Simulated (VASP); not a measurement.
# C (P6_3/mmc) in VASP: a series of runs

The runs below take C through relaxation of cell and atoms, with PBEsol.

Everything below comes from runs of VASP 6.6.1. Logs are shortened: lines on timing, memory, paths and dates and some standing lists are left out, and cuts for length are marked.

### 1 The cell of the first run

Symmetry: P6_3/mmc, No. 194, hexagonal system. Conventional cell: a = 2.459 Å, b = 2.459 Å, c = 7.286 Å, α = 90.00°, β = 90.00°, γ = 120.00°. Within 1.9 Å of C (site symmetry -6m2) lie 3 C at 1.42 Å. Within 1.9 Å of C (site symmetry -6m2) lie 3 C at 1.42 Å.

### 2 Relaxation of cell and atoms, PBEsol, target pressure 4 GPa, at which the enthalpy is minimised

File INCAR:

```
SYSTEM = C
PREC     = Accurate       ! precision mode
ENCUT    = 600            ! plane-wave cutoff, eV
EDIFF    = 1E-7           ! SCF threshold, eV
ISMEAR   = 0              ! smearing method
SIGMA    = 0.01           ! smearing width, eV
LREAL    = .False.        ! projectors in reciprocal space
LASPH    = .True.         ! aspherical terms in the spheres
NELM     = 120            ! most SCF steps
ALGO     = Normal         ! electronic algorithm
ISIF     = 3              ! what is computed and relaxed
LWAVE    = .False.        ! write WAVECAR
LCHARG   = .False.        ! write CHGCAR
GGA      = PS             ! functional
IBRION   = 2              ! ionic algorithm
NSW      = 100            ! ionic steps
EDIFFG   = -0.002         ! ionic threshold
PSTRESS  = 40.0         
GGA_COMPAT= .False.      
NELMIN   = 4
```

File KPOINTS:

```
Automatic mesh
0
Gamma
  10 10 4
  0 0 0
```

File POSCAR:

```
C
1.0
    2.4588354590      0.0000000000      0.0000000000
   -1.2294177295      2.1294139712      0.0000000000
    0.0000000000      0.0000000000      7.2856777555
C
4
Direct
    0.0000000000      0.0000000000      0.0025001780
    0.0000000000      0.0000000000      0.5025001780
    0.3333333333      0.6666666667      0.0024998220
    0.6666666667      0.3333333333      0.5024998220
```

Potentials or basis: VASP PAW PBE potentials, release 64 (C).

The run is started by

```
> cat potpaw_PBE.64/C/POTCAR > POTCAR
> mpirun -np 1 vasp_std > vasp.out
```

OUTCAR:

```text
SYSTEM = C
   PREC = Accurate
   ENCUT = 600
   EDIFF = 1E-7
   ISMEAR = 0
   LREAL = .False.
   LASPH = .True.
   NELM = 120
   ISIF = 3
   GGA = PS
   IBRION = 2
   NSW = 100
   EDIFFG = -0.002
   PSTRESS = 40.0
   NELMIN = 4

 ion  position               nearest neighbor table
   1  0.000  0.000  0.003-   3 1.42   3 1.42   3 1.42
   2  0.000  0.000  0.503-   4 1.42   4 1.42   4 1.42
   3  0.333  0.667  0.002-   1 1.42   1 1.42   1 1.42
   4  0.667  0.333  0.502-   2 1.42   2 1.42   2 1.42

  LATTYP: Found a hexagonal cell.
 ALAT       =     2.4588354590
 C/A-ratio  =     2.9630603092

  Lattice vectors:

 A1 = (   2.4588354590,   0.0000000000,   0.0000000000)
 A2 = (  -1.2294177295,   2.1294139712,   0.0000000000)
 A3 = (   0.0000000000,   0.0000000000,   7.2856777555)

Analysis of symmetry for initial positions (statically):
=====================================================================
 Subroutine PRICEL returns:
 Original cell was already a primitive cell.

 Routine SETGRP: Setting up the symmetry group for a
 hexagonal supercell.

 Subroutine GETGRP returns: Found 24 space group operations
 (whereof  6 operations were pure point group operations)
 out of a pool of 24 trial point group operations.

The static configuration has the point symmetry C_3v.
 The point group associated with its full space group is D_6h.

Analysis of symmetry for dynamics (positions and initial velocities):
=====================================================================
 Subroutine PRICEL returns:
 Original cell was already a primitive cell.

 Routine SETGRP: Setting up the symmetry group for a
 hexagonal supercell.

 Subroutine GETGRP returns: Found 24 space group operations
 (whereof  6 operations were pure point group operations)
 out of a pool of 24 trial point group operations.

The dynamic configuration has the point symmetry C_3v.
 The point group associated with its full space group is D_6h.

 Subroutine INISYM returns: Found 24 space group operations
 (whereof  6 operations are pure point group operations),
 and found     1 'primitive' translations

----------------------------------------------------------------------------------------

                                     Primitive cell

  volume of cell :      38.1469

  direct lattice vectors                    reciprocal lattice vectors
     2.458835459  0.000000000  0.000000000     0.406696591  0.234806387  0.000000000
    -1.229417729  2.129413971  0.000000000     0.000000000  0.469612773  0.000000000
     0.000000000  0.000000000  7.285677756     0.000000000  0.000000000  0.137255590

  length of vectors
     2.458835459  2.458835459  7.285677756     0.469612773  0.469612773  0.137255590

  position of ions in fractional coordinates (direct lattice)
     0.000000000  0.000000000  0.002500178
     0.000000000  0.000000000  0.502500178
     0.333333333  0.666666667  0.002499822
     0.666666667  0.333333333  0.502499822

  ion indices of the primitive-cell ions
   primitive index   ion index
                 1           1
                 2           2
                 3           3
                 4           4

----------------------------------------------------------------------------------------

 KPOINTS: Automatic mesh

Automatic generation of k-mesh.
 Grid dimensions read from file:
 generate k-points for:   10   10    4

 Generating k-lattice:

  Cartesian coordinates                     Fractional coordinates (reciprocal lattice)
     0.040669659  0.023480639  0.000000000     0.100000000  0.000000000  0.000000000
     0.000000000  0.046961277  0.000000000     0.000000000  0.100000000  0.000000000
     0.000000000  0.000000000  0.034313898     0.000000000  0.000000000  0.250000000

  Length of vectors
     0.046961277  0.046961277  0.034313898

  Shift w.r.t. Gamma in fractional coordinates (k-lattice)
     0.000000000  0.000000000  0.000000000

 Subroutine IBZKPT returns following result:
 ===========================================

 Found     42 irreducible k-points:

 Following reciprocal coordinates:
            Coordinates               Weight
  0.000000  0.000000  0.000000      1.000000
  0.100000 -0.000000  0.000000      6.000000
  0.200000 -0.000000  0.000000      6.000000
  0.300000 -0.000000  0.000000      6.000000
  0.400000 -0.000000  0.000000      6.000000
  0.500000 -0.000000  0.000000      3.000000
[... 16 lines left out ...]
  0.300000  0.100000  0.250000     24.000000
  0.400000  0.100000  0.250000     24.000000
 [... further k-points ...]
   k-points           NKPTS =     42   k-points in BZ     NKDIM =     42   number of bands    NBANDS=     12
   number of dos      NEDOS =    301   number of ions     NIONS =      4
   total plane-waves  NPLWV =  24000
   dimension x,y,z NGX =    20 NGY =   20 NGZ =   60
   dimension x,y,z NGXF=    40 NGYF=   40 NGZF=  120
   ions per type =               4
   NGX,Y,Z   is equivalent  to a cutoff of  13.52, 13.52, 13.69 a.u.
   NGXF,Y,Z  is equivalent  to a cutoff of  27.04, 27.04, 27.38 a.u.
 SYSTEM =  C
   PREC   = accura    normal or accurate (medium, high low for compatibility)
   ISTART =      0    job   : 0-new  1-cont  2-samecut
   ICHARG =      2    charge: 1-file 2-atom 10-const
   ISPIN  =      1    spin polarized calculation?
   LNONCOLLINEAR =      F non collinear calculations
   LSORBIT =      F    spin-orbit coupling
   LASPH  =      T    aspherical Exc in radial PAW
   ENCUT  =  600.0 eV  44.10 Ry    6.64 a.u.   4.91  4.91 14.55*2*pi/ulx,y,z
   NELM   =    120;   NELMIN=  4; NELMDL= -5     # of ELM steps
   EDIFF  = 0.1E-06   stopping-criterion for ELM
   LREAL  =      F    real-space projection
   EDIFFG = -.2E-02   stopping-criterion for IOM
   NSW    =    100    number of steps for IOM
   IBRION =      2    ionic relax: 0-MD 1-quasi-New 2-CG
   NFREE  =      1    steps in history (QN), initial steepest desc. (CG)
   ISIF   =      3    stress and relaxation
   ISYM   =      2    0-nonsym 1-usesym 2-fastsym
   POTIM  = 0.5000    time-step for ionic-motion
   TEBEG  =    0.0;   TEEND  =   0.0 temperature during run
   PSTRESS=   40.0 pullay stress
   NELECT =      16.0000    total number of electrons
   NUPDOWN=      -1.0000    fix difference up-down
   EMIN   =  10.00;   EMAX   =-10.00  energy-range for DOS
   EFERMI =   0.00;   METHOD = LEGACY
   ISMEAR =     0;   SIGMA  =   0.01  broadening in eV -4-tet -1-fermi 0-gaus
   EFERMI_NEDOS =   21; number of points for ismear=-14 and -15
   IALGO  =     38    algorithm
   IMIX   =      4    mixing-type and parameters
     AMIX     =   0.40;   BMIX     =  1.00
     AMIX_MAG =   1.60;   BMIX_MAG =  1.00
  volume/ion in A,a.u.               =       9.54        64.36
  Fermi-wavevector in a.u.,A,eV,Ry     =   1.225448  2.315761 20.432188  1.501723
  Thomas-Fermi vector in A             =   2.360486
   LORBIT       =      0    0 simple, 1 ext, 2 COOP (PROOUT), +10 PAW based schemes
   GGA     = PS    functional components
   LHFCALC =     F    Hartree Fock is set to
   AEXX    =    0.0000 exact exchange contribution
   IVDW    =     0    specifies the selected vdW correction
   LEPSILON=     F    determine dielectric tensor
   LRPA    =     F    only Hartree local field effects (RPA)
 conjugate gradient relaxation of ions
 non-spin polarized calculation
 Gauss-broadening in eV      SIGMA  =   0.01
  energy-cutoff  :      600.00
  volume of cell :       38.15
 maximum number of plane-waves:      1298
 NGX is ok and might be reduce to    20
   NGX =  9   NGY =  9   NGZ = 29

--------------------------------------- Ionic step        1  -------------------------------------------

 number of electron      16.0000000 magnetization

 Free energy of the ion-electron system (eV)
  ---------------------------------------------------
  ext. energy  EPLUGINS =         0.00000000
  ---------------------------------------------------
  free energy    TOTEN  =       -38.59729440 eV

  energy without entropy =      -38.59729440  energy(sigma->0) =      -38.59729440

 E-fermi :   3.3409     XC(G=0):  -9.9785

 val. band max:        3.2484832468   @ k =   0.3000   0.3000   0.0000
 cond. band min:       4.7845184598   @ k =   0.3000   0.3000   0.0000
 fundamental gap:      1.5360352130
 Fermi energy:         3.3408813575

 k-point     1 :       0.0000    0.0000    0.0000
  band No.  band energies     occupation
      1     -15.6633      2.00000
      2     -15.5053      2.00000
      3      -4.3638      2.00000
      4      -3.0678      2.00000
      5       0.9627      2.00000
      6       0.9628      2.00000
      7       0.9702      2.00000
      8       0.9702      2.00000
      9       7.4441      0.00000
     10      12.2973      0.00000
     11      12.3073      0.00000
     12      12.3222      0.00000
[... 456 lines left out ...]
  FREE ENERGIE OF THE ION-ELECTRON SYSTEM (eV)
  ---------------------------------------------------
  free  energy   TOTEN  =       -38.5893941856 eV

  energy  without entropy=      -38.5893941856  energy(sigma->0) =      -38.58939419

  enthalpy is  TOTEN    =       -37.6522693138 eV   P V=        0.9371248718

[... ionic steps 4 to 10 ...]

--------------------------------------- Ionic step       11  -------------------------------------------

 number of electron      16.0000000 magnetization

------------------------ aborting loop because EDIFF is reached ----------------------------------------

  FORCE on cell =-STRESS in cart. coord.  units (eV):
  Direction    XX          YY          ZZ          XY          YZ          ZX
  --------------------------------------------------------------------------------------
  -------------------------------------------------------------------------------------
  Total        0.8153158      0.8153158      0.8285558     -0.0000000      0.0000000      0.0000000
  in kB       39.7879094     39.7879094     40.4340276     -0.0000000      0.0000000      0.0000000
  external PRESSURE =       0.0032821 kB  Pullay stress =      40.0000000 kB
[... 65 lines left out ...]
  enthalpy is  TOTEN    =       -37.7371323471 eV   P V=        0.8196154333

--------------------------------------- Ionic step       13  -------------------------------------------

 number of electron      16.0000000 magnetization

 Free energy of the ion-electron system (eV)
  ---------------------------------------------------
  ext. energy  EPLUGINS =         0.00000000
  ---------------------------------------------------
  free energy    TOTEN  =       -38.55687747 eV

  energy without entropy =      -38.55687747  energy(sigma->0) =      -38.55687747

 E-fermi :   4.9404     XC(G=0): -11.0104

 val. band max:        4.8916580634   @ k =   0.3000   0.3000   0.0000
 cond. band min:       5.8393925739   @ k =   0.3000   0.3000   0.0000
 fundamental gap:      0.9477345105
 Fermi energy:         4.9403728077

 k-point     1 :       0.0000    0.0000    0.0000
  band No.  band energies     occupation
      1     -14.5697      2.00000
      2     -14.0827      2.00000
      3      -3.7266      2.00000
      4      -1.0111      2.00000
      5       2.2927      2.00000
      6       2.2927      2.00000
      7       2.3266      2.00000
      8       2.3266      2.00000
      9       9.8284      0.00000
     10      13.6601      0.00000
     11      13.6601      0.00000
     12      13.7482      0.00000
[... 376 lines left out ...]
  FREE ENERGIE OF THE ION-ELECTRON SYSTEM (eV)
  ---------------------------------------------------
  free  energy   TOTEN  =       -38.5568774662 eV

  energy  without entropy=      -38.5568774662  energy(sigma->0) =      -38.55687747

  enthalpy is  TOTEN    =       -37.7371337001 eV   P V=        0.8197437662

 reached required accuracy - stopping structural energy minimisation
```

Run time: 1.8 min. Hardware: 1 thread of Intel Xeon Platinum 8488C (Sapphire Rapids), shared host; peak memory 0.16 GiB.

Results:

```
Free energy                                                : -38.5569 eV
Relaxed volume                                             : 8.21 Å³/atom
Relaxed cell                                               : a = 2.452 Å, b = 2.452 Å, c = 6.308 Å, α = 90.00°, β = 90.00°, γ = 120.00°
Space group after relaxing (to 0.1 Å)                      : P6_3/mmc (No. 194)
Energy change on relaxing (the run minimises the enthalpy) : +10.1 meV/atom
Ionic steps                                                : 13
Pressure after relaxing                                    : 4.0 GPa
```

Step by step:
```csv
step,energy change (eV),largest force (eV/Å),pressure (GPa),volume (Å³)
1,0.0000,0.0000,0.23,38.15
2,0.0310,0.0000,8.62,36.92
3,0.0079,0.0000,4.26,37.54
4,0.0071,0.0000,4.25,36.95
5,0.0100,0.0000,4.35,35.18
6,0.0803,0.0000,5.70,31.63
7,0.0329,0.0000,4.84,33.19
8,0.0408,0.0000,4.99,32.83
9,0.0432,0.0000,5.03,32.74
10,0.0380,0.0000,-1.43,33.34
11,0.0405,0.0000,4.00,32.83
12,0.0405,0.0000,4.02,32.83
13,0.0404,0.0000,4.02,32.83
```

Final structure:
```yaml
crystal:
  lattice:
    - [2.45156, 0.00000, 0.00000]
    - [-1.22578, 2.12311, 0.00000]
    - [0.00000, 0.00000, 6.30831]
  atoms:
    - { symbol: C, position: [0.00000, 0.00000, 0.00250] }
    - { symbol: C, position: [0.00000, 0.00000, 0.50250] }
    - { symbol: C, position: [0.33333, 0.66667, 0.00250] }
    - { symbol: C, position: [0.66667, 0.33333, 0.50250] }
```

Caveat: the cell is relaxed towards a set pressure, so the run minimises the enthalpy, not the energy; this functional lacks dispersion, which binds the layers, so the pressure and a relaxed spacing across them are unreliable; the PAW data sets were made with another functional, which shifts forces and pressure a little.

[end of part 1 of 2]
